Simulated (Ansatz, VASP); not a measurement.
## AlN in VASP and in Ansatz

```xyz
8
Lattice="-1.6567 2.8696 0.0000 0.0000 0.0000 4.1875 4.9702 2.8696 0.0000" Properties=species:S:1:pos:R:3 pbc="T T T"
Al    0.5040    1.2830    3.1406
Al    3.3135    1.9130    3.1406
Al    1.6567    0.9565    1.0469
Al    3.3135    3.8261    1.0469
N     0.0000    1.9130    1.0469
N     3.3135    1.9130    1.0469
N     1.6567    0.9565    3.1406
N     3.3135    3.8261    3.1406
```

Alike in both runs: task single point; functional PBE; k mesh 8 × 6 × 4; occupations gaussian, width 0.05 eV; no spin polarisation.

|  | VASP | Ansatz |
| --- | --- | --- |
| version | VASP 6.6.1 | Ansatz 0.2.0 |
| potentials or method | VASP PAW PBE potentials, release 64 (Al, N), cutoff 520 eV | scalar-relativistic, plane waves, PAW |
| valence electrons in the cell | 32 | 32 |

VASP gave:

- gap on the k mesh at the Fermi level (eV): 2.69
- least direct gap on the mesh (eV): 2.69
- rms of the force components (eV/Å): 17.663

Problem. Estimate Ansatz's values.

Solution. gap on the k mesh at the Fermi level (eV): 2.69; least direct gap on the mesh (eV): 2.69; rms of the force components (eV/Å): 18.745.

Atom by atom the forces differ by 1.084 eV/Å (rms over components). The functional is the same, so the differences come from potentials, cutoffs and numerics.
